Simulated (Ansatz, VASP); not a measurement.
**RuS2: VASP beside Ansatz**

```
CELL_PARAMETERS angstrom
3.26929 0.00000 0.00000
-1.63464 2.83129 0.00000
0.00000 0.00000 5.23086
ATOMIC_POSITIONS crystal
Ru 0.00000 0.00000 0.00000
S 0.33333 0.66667 0.25000
S 0.66667 0.33333 0.75000
```

Alike in both runs: task relaxation of cell and atoms; functional PBE; k mesh 12 × 12 × 7; occupations fermi-dirac, width 0.05 eV; no spin polarisation.

|  | VASP | Ansatz |
| --- | --- | --- |
| version | VASP 6.6.1 | Ansatz 0.2.0 |
| potentials or method | VASP PAW PBE potentials, release 64 (Ru_pv, S) | PAW with Ansatz's default frozen-core files, scalar-relativistic |
| plane-wave cutoff (eV) | 600 | 420 |
| valence electrons in the cell | 26 | 28 |

Ansatz gave:

| Property | Result |
| --- | --- |
| relaxed volume (Å³/atom) | 17.50 |
| relaxed length of the cell vector where the two differ most in proportion (Å) | 3.443 |

Problem. Estimate VASP's values.

Solution. Relaxed volume (Å³/atom): 17.48; relaxed length of the cell vector where the two differ most in proportion (Å): 3.440.

VASP's potentials hold 26 valence electrons a cell and Ansatz's 28, so a difference there can come from the potentials and not from the codes.
